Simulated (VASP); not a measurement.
# AlNi (Pm-3m) in VASP: notebook, part 2 of 4

VASP 6.6.1.

**3. Relaxation of cell and atoms, BLYP, collinear spin, ferromagnetic start**

The input, INCAR:

```
SYSTEM = AlNi
AGGAC    = 1.0          
AGGAX    = 1.0          
ALDAC    = 0.0          
ALDAX    = 1.0          
ALGO     = Normal         ! electronic algorithm
EDIFF    = 1E-7           ! SCF threshold, eV
EDIFFG   = -0.01          ! ionic threshold
ENCUT    = 600            ! plane-wave cutoff, eV
GGA      = B5             ! functional
GGA_COMPAT= .FALSE.      
IBRION   = 2              ! ionic algorithm
ISIF     = 3              ! what is computed and relaxed
ISMEAR   = -1             ! smearing method
ISPIN    = 2              ! spin polarisation
LASPH    = .TRUE.         ! aspherical terms in the spheres
LCHARG   = .FALSE.        ! write CHGCAR
LMAXMIX  = 4              ! l up to which the mixer works
LORBIT   = 11             ! projections on sites
LREAL    = .FALSE.        ! projectors in reciprocal space
LWAVE    = .FALSE.        ! write WAVECAR
MAGMOM   = 1 0            ! initial moments
NELM     = 200            ! most SCF steps
NELMIN   = 4            
NSW      = 60             ! ionic steps
PREC     = Accurate       ! precision mode
SIGMA    = 0.05           ! smearing width, eV
```

The input, KPOINTS:

```
k-points
0
G
  9 9 9
  0 0 0
```

The input, POSCAR:

```
AlNi
1.0
    2.8810000000      0.0000000000      0.0000000000
    0.0000000000      2.8810000000      0.0000000000
    0.0000000000      0.0000000000      2.8810000000
Ni Al
1 1
Direct
    0.5000000000      0.5000000000      0.5000000000
    0.0000000000      0.0000000000      0.0000000000
```

Potentials or basis: VASP PAW PBE potentials, release 64 (Ni, Al).

Command:

```sh
> cat potpaw_PBE.64/Ni/POTCAR potpaw_PBE.64/Al/POTCAR > POTCAR
> mpirun -np 1 vasp_std > vasp.out
```

OUTCAR:

```text
SYSTEM = AlNi
   EDIFF = 1E-7
   EDIFFG = -0.01
   ENCUT = 600
   GGA = B5
   IBRION = 2
   ISIF = 3
   ISMEAR = -1
   ISPIN = 2
   LASPH = .TRUE.
   LORBIT = 11
   LREAL = .FALSE.
   NELM = 200
   NELMIN = 4
   NSW = 60
   PREC = Accurate

 ion  position               nearest neighbor table
   1  0.500  0.500  0.500-   2 2.50   2 2.50   2 2.50   2 2.50   2 2.50   2 2.50   2 2.50   2 2.50

   2  0.000  0.000  0.000-   1 2.50   1 2.50   1 2.50   1 2.50   1 2.50   1 2.50   1 2.50   1 2.50

  LATTYP: Found a simple cubic cell.
 ALAT       =     2.8810000000

  Lattice vectors:

 A1 = (   2.8810000000,   0.0000000000,   0.0000000000)
 A2 = (   0.0000000000,   2.8810000000,   0.0000000000)
 A3 = (   0.0000000000,   0.0000000000,   2.8810000000)

Analysis of symmetry for initial positions (statically):
=====================================================================
 Subroutine PRICEL returns:
 Original cell was already a primitive cell.

 Routine SETGRP: Setting up the symmetry group for a
 simple cubic supercell.

 Subroutine GETGRP returns: Found 48 space group operations
 (whereof 48 operations were pure point group operations)
 out of a pool of 48 trial point group operations.

The static configuration has the point symmetry O_h .

Analysis of symmetry for dynamics (positions and initial velocities):
=====================================================================
 Subroutine PRICEL returns:
 Original cell was already a primitive cell.

 Routine SETGRP: Setting up the symmetry group for a
 simple cubic supercell.

 Subroutine GETGRP returns: Found 48 space group operations
 (whereof 48 operations were pure point group operations)
 out of a pool of 48 trial point group operations.

The dynamic configuration has the point symmetry O_h .

Analysis of structural, dynamic, and magnetic symmetry:
=====================================================================
 Subroutine PRICEL returns:
 Original cell was already a primitive cell.

 Routine SETGRP: Setting up the symmetry group for a
 simple cubic supercell.

 Subroutine GETGRP returns: Found 48 space group operations
 (whereof 48 operations were pure point group operations)
 out of a pool of 48 trial point group operations.

The overall configuration has the point symmetry O_h .

 Subroutine INISYM returns: Found 48 space group operations
 (whereof 48 operations are pure point group operations),
 and found     1 'primitive' translations

----------------------------------------------------------------------------------------

                                     Primitive cell

  volume of cell :      23.9128

  direct lattice vectors                    reciprocal lattice vectors
     2.881000000  0.000000000  0.000000000     0.347101701  0.000000000  0.000000000
     0.000000000  2.881000000  0.000000000     0.000000000  0.347101701  0.000000000
     0.000000000  0.000000000  2.881000000     0.000000000  0.000000000  0.347101701

  length of vectors
     2.881000000  2.881000000  2.881000000     0.347101701  0.347101701  0.347101701

  position of ions in fractional coordinates (direct lattice)
     0.500000000  0.500000000  0.500000000
     0.000000000  0.000000000  0.000000000

  ion indices of the primitive-cell ions
   primitive index   ion index
                 1           1
                 2           2

----------------------------------------------------------------------------------------

[... 50 lines left out ...]
 [... further k-points ...]
   k-points           NKPTS =     35   k-points in BZ     NKDIM =     35   number of bands    NBANDS=     11
   number of dos      NEDOS =    301   number of ions     NIONS =      2
   total plane-waves  NPLWV =  13824
   dimension x,y,z NGX =    24 NGY =   24 NGZ =   24
   dimension x,y,z NGXF=    48 NGYF=   48 NGZF=   48
   ions per type =               1   1
   NGX,Y,Z   is equivalent  to a cutoff of  13.85, 13.85, 13.85 a.u.
   NGXF,Y,Z  is equivalent  to a cutoff of  27.70, 27.70, 27.70 a.u.
 SYSTEM =  AlNi
   PREC   = accura    normal or accurate (medium, high low for compatibility)
   ISTART =      0    job   : 0-new  1-cont  2-samecut
   ICHARG =      2    charge: 1-file 2-atom 10-const
   ISPIN  =      2    spin polarized calculation?
   LNONCOLLINEAR =      F non collinear calculations
   LSORBIT =      F    spin-orbit coupling
   LASPH  =      T    aspherical Exc in radial PAW
   ENCUT  =  600.0 eV  44.10 Ry    6.64 a.u.   5.75  5.75  5.75*2*pi/ulx,y,z
   NELM   =    200;   NELMIN=  4; NELMDL= -5     # of ELM steps
   EDIFF  = 0.1E-06   stopping-criterion for ELM
   LREAL  =      F    real-space projection
   EDIFFG = -.1E-01   stopping-criterion for IOM
   NSW    =     60    number of steps for IOM
   IBRION =      2    ionic relax: 0-MD 1-quasi-New 2-CG
   NFREE  =      1    steps in history (QN), initial steepest desc. (CG)
   ISIF   =      3    stress and relaxation
   ISYM   =      2    0-nonsym 1-usesym 2-fastsym
   POTIM  = 0.5000    time-step for ionic-motion
   TEBEG  =    0.0;   TEEND  =   0.0 temperature during run
   PSTRESS=    0.0 pullay stress
   NELECT =      13.0000    total number of electrons
   NUPDOWN=      -1.0000    fix difference up-down
   EMIN   =  10.00;   EMAX   =-10.00  energy-range for DOS
   EFERMI =   0.00;   METHOD = LEGACY
   ISMEAR =    -1;   SIGMA  =   0.05  broadening in eV -4-tet -1-fermi 0-gaus
   EFERMI_NEDOS =   21; number of points for ismear=-14 and -15
   IALGO  =     38    algorithm
   IMIX   =      4    mixing-type and parameters
     AMIX     =   0.40;   BMIX     =  1.00
     AMIX_MAG =   1.60;   BMIX_MAG =  1.00
  volume/ion in A,a.u.               =      11.96        80.69
  Fermi-wavevector in a.u.,A,eV,Ry     =   1.336122  2.524904 24.289410  1.785221
  Thomas-Fermi vector in A             =   2.464773
   LORBIT       =     11    0 simple, 1 ext, 2 COOP (PROOUT), +10 PAW based schemes
   GGA     = B5    functional components
   LHFCALC =     F    Hartree Fock is set to
   AEXX    =    0.0000 exact exchange contribution
   IVDW    =     0    specifies the selected vdW correction
   LEPSILON=     F    determine dielectric tensor
   LRPA    =     F    only Hartree local field effects (RPA)
 conjugate gradient relaxation of ions
 spin polarized calculation
  energy-cutoff  :      600.00
  volume of cell :       23.91
 maximum number of plane-waves:       812
 NGX is ok and might be reduce to    24
   NGX = 11   NGY = 11   NGZ = 11

--------------------------------------- Ionic step        1  -------------------------------------------

 number of electron      13.0000015 magnetization       0.0000505

 number of electron      13.0000015 magnetization      -0.0001496

 Free energy of the ion-electron system (eV)
  ---------------------------------------------------
  ext. energy  EPLUGINS =         0.00000000
  ---------------------------------------------------
  free energy    TOTEN  =        -8.57538203 eV

  energy without entropy =       -8.56868935  energy(sigma->0) =       -8.57203569

 E-fermi :  10.5151     XC(G=0): -11.5012

 val. band max:       10.4716435342   @ k =   0.3333   0.3333   0.0000
 cond. band min:      10.5553554851   @ k =   0.3333   0.1111   0.1111
 fundamental gap:      0.0837119509
 Fermi energy:        10.5151131738

 spin component 1

 k-point     1 :       0.0000    0.0000    0.0000
  band No.  band energies     occupation
      1      -0.5489      1.00000
      2       7.2824      1.00000
      3       7.2824      1.00000
      4       8.9194      1.00000
      5       8.9194      1.00000
      6       8.9194      1.00000
      7      16.0059      0.00000
      8      16.0059      0.00000
      9      16.0059      0.00000
     10      18.8264      0.00000
     11      18.8264      0.00000
[... 737 lines left out ...]
 number of electron      13.0000001 magnetization      -0.0000001

 number of electron      13.0000001 magnetization       0.0000003

 Free energy of the ion-electron system (eV)
  ---------------------------------------------------
  ext. energy  EPLUGINS =         0.00000000
  ---------------------------------------------------
  free energy    TOTEN  =        -8.59728836 eV

  energy without entropy =       -8.58984100  energy(sigma->0) =       -8.59356468

 E-fermi :   9.9311     XC(G=0): -11.2954

 val. band max:        9.9030916308   @ k =   0.3333   0.3333   0.0000
 cond. band min:       9.9602255082   @ k =   0.3333   0.1111   0.1111
 fundamental gap:      0.0571338775
 Fermi energy:         9.9310717828

 spin component 1

 k-point     1 :       0.0000    0.0000    0.0000
  band No.  band energies     occupation
      1      -0.8087      1.00000
      2       6.9131      1.00000
      3       6.9131      1.00000
      4       8.4351      1.00000
      5       8.4351      1.00000
      6       8.4351      1.00000
      7      15.2472      0.00000
      8      15.2472      0.00000
      9      15.2472      0.00000
     10      18.1169      0.00000
     11      18.1169      0.00000
[... 691 lines left out ...]
  FREE ENERGIE OF THE ION-ELECTRON SYSTEM (eV)
  ---------------------------------------------------
  free  energy   TOTEN  =        -8.5972883573 eV

  energy  without entropy=       -8.5898409999  energy(sigma->0) =       -8.59356468

 reached required accuracy - stopping structural energy minimisation

 total charge

# of ion       s       p       d       tot
------------------------------------------
    1        0.467   0.479   8.502   9.448
    2        0.380   0.393   0.000   0.773
--------------------------------------------------
tot          0.847   0.872   8.502  10.221

 magnetization (x)

# of ion       s       p       d       tot
------------------------------------------
    1       -0.000  -0.000  -0.000  -0.000
    2       -0.000  -0.000   0.000  -0.000
--------------------------------------------------
tot         -0.000  -0.000  -0.000  -0.000
```

Run time: 1.9 min. Hardware: 1 thread of Intel Xeon 8259CL, shared host; peak memory 0.16 GiB.

What came out:

```
Free energy                                           : -8.5973 eV
Relaxed volume                                        : 12.49 Å³/atom
Relaxed cell                                          : a = 2.923 Å, b = 2.923 Å, c = 2.923 Å, α = 90.00°, β = 90.00°, γ = 90.00°
Space group after relaxing (to 0.05 Å)                : Pm-3m (No. 221)
Energy gained by relaxing                             : 11.0 meV/atom
Ionic steps                                           : 3
Pressure after relaxing                               : 0.0 GPa
Net moment                                            : 0.00 μB per cell
Valence electrons inside the program's atomic spheres : Ni 9.45; Al 0.77
```

The path:
```
step  energy change (eV)  largest force (eV/Å)  pressure (GPa)  volume (Å³)
   1              0.0000                0.0000            6.83        23.91
   2             -0.0127                0.0000           -3.87        25.72
   3             -0.0219                0.0000           -0.03        24.98
```

Final structure:
```xyz
2
Lattice="2.9234 0.0000 0.0000 0.0000 2.9234 0.0000 0.0000 0.0000 2.9234" Properties=species:S:1:pos:R:3 pbc="T T T"
Ni    1.4617    1.4617    1.4617
Al    0.0000    0.0000    0.0000
```

Caveat: the PAW data sets were made with another functional, which shifts forces and pressure a little. BLYP gives volumes clearly too large for solids.

**4. Single point, RPBE+D4, collinear spin, ferromagnetic start**

This run uses another cell than the first one, of 11.59 Å³/atom, 0.970 times its volume.

The input, INCAR:

```
PREC     = Accurate       # precision mode
ENCUT    = 600            # plane-wave cutoff, eV
EDIFF    = 1E-6           # SCF threshold, eV
ISMEAR   = -1             # smearing method
SIGMA    = 0.05           # smearing width, eV
LREAL    = F              # projectors in reciprocal space
LASPH    = T              # aspherical terms in the spheres
NELM     = 200            # most SCF steps
ALGO     = Normal         # electronic algorithm
ISIF     = 2              # what is computed and relaxed
LWAVE    = F              # write WAVECAR
LCHARG   = T              # write CHGCAR
ISPIN    = 2              # spin polarisation
MAGMOM   = 1 0            # initial moments
LORBIT   = 11             # projections on sites
LMAXMIX  = 4              # l up to which the mixer works
GGA      = RP             # functional
IVDW     = 13             # dispersion correction
LELF     = T              # ELF
LVHAR    = T            
NBANDS   = 18             # bands
GGA_COMPAT= F
```

The input, KPOINTS:

```
regular mesh
0
Gamma
  9 9 9
```

The input, POSCAR:

```
AlNi
1.0
    2.8515874526      0.0000000000      0.0000000000
    0.0000000000      2.8515874526      0.0000000000
    0.0000000000      0.0000000000      2.8515874526
Ni Al
1 1
Direct
    0.5000000000      0.5000000000      0.5000000000
    0.0000000000      0.0000000000      0.0000000000
```

Command:

```sh
> cat potpaw_PBE.64/Ni/POTCAR potpaw_PBE.64/Al/POTCAR > POTCAR
> mpirun -np 1 vasp_std > vasp.out
```

Run time: 42 s. Hardware: 1 thread of Intel Xeon 8259CL, shared host; peak memory 0.17 GiB.

Results (log left out):

```
Free energy                                           : -11.4584 eV
Pressure                                              : -0.2 GPa
Net moment                                            : 0.00 μB per cell
Valence electrons inside the program's atomic spheres : Ni 9.51; Al 0.82
Dispersion energy per atom                            : -0.882 eV
```

Levels at points of the mesh, in eV from the Fermi level:
Spin up:
| k point | band 4 | band 5 | band 6 | band 7 | band 8 | band 9 |
| --- | --- | --- | --- | --- | --- | --- |
| (0.00, 0.00, 0.00) | -1.63 | -1.63 | -1.63 | 5.65 | 5.65 | 5.65 |
Spin down:
```csv
k point,band 3,band 4,band 5,band 6,band 7,band 8,band 9,band 10
"(0.00, 0.00, 0.00)",-3.40,-1.63,-1.63,-1.63,5.65,5.65,5.65,8.16
```

Caveat: the PAW data sets were made with another functional, which shifts forces and pressure a little; pairwise dispersion overbinds metals, which lowers pressure and volume.

(Part 2 of 4 ends here.)
